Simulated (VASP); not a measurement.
The system is Ta3N.

```
Ta N
1.0
     2.99961    0.00000    0.00000
    -1.49981    2.59774    0.00000
     0.00000    0.00000    7.47255
Ta N
3 1
Cartesian
  1.4998 0.8659 6.1808
  0.0000 1.7318 1.2917
  0.0000 0.0000 3.7363
  0.0000 0.0000 0.0000
```

Base run:

- Program: VASP 6.6.1
- Functional: PBEsol
- Potentials or basis: VASP PAW PBE potentials, release 64 (Ta_pv, N)
- Cutoff: 520 eV
- k mesh: 10 × 10 × 4
- Occupations: fermi-dirac, width 0.05 eV
- Spin: no spin polarisation
- Hubbard terms: Ta d U = 1.0 eV

Its results: band gap on the k mesh zero (band 19 reaches 7.26 eV, above the bottom of band 20 at 6.60 eV); pressure 2.7 GPa; largest force 0.127 eV/Å.

Problem. The run is repeated on the same cell with these changes: potentials or basis from VASP PAW PBE potentials, release 64 (Ta_pv, N) to VASP PAW PBE potentials, release 64 (Ta_sv_GW, N); cutoff from 520 eV to 600 eV; further incar settings from ALGO = Normal; EDIFF = 1e-06; NBANDS = 27 to ALGO = Normal; EDIFF = 1e-06; NBANDS = 30; valence electrons from 38 to 44. What comes out?

Solution. Band gap on the k mesh zero (band 22 reaches 11.92 eV, above the bottom of band 23 at 11.26 eV); pressure 2.3 GPa; largest force 0.110 eV/Å.

Caveats: the PAW data sets were made with another functional, which shifts forces and pressure a little; spin-orbit coupling is left out, which moves the levels of the heavy elements; U without spin polarisation on a metal has little footing.
